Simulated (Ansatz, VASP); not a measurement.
KScS2: VASP beside Ansatz

```
K S Sc
1.0
     4.15591    0.00000    0.00000
     0.00000    4.15591    0.00000
     0.00000    0.00000    5.44277
K S Sc
1 2 1
Direct
  0.00000 0.00000 0.00000
  0.00000 0.00000 0.50000
  0.50000 0.50000 0.00000
  0.50000 0.50000 0.50000
```

Change from the starting cell: epitaxial_xy strain +3.0%.

Alike in both runs: task single point; functional r2SCAN; k mesh 6 × 6 × 6; no spin polarisation.

```csv
,VASP,Ansatz
version,VASP 6.6.1,Ansatz 0.2.0
potentials or method,"VASP PAW PBE potentials, release 64 (K_sv, S, Sc_sv)","plane waves, PAW"
plane-wave cutoff (eV),520,500
occupations,"gaussian, width 0.01 eV",fixed
valence electrons in the cell,32,32
```

```tsv
	VASP	Ansatz	Ansatz less VASP
gap on the k mesh at the Fermi level (eV)	0.56	0.55	-0.006
pressure (GPa)	-2.4	-2.6	-0.18
```

VASP's potentials were made for PBE, not for r2SCAN.
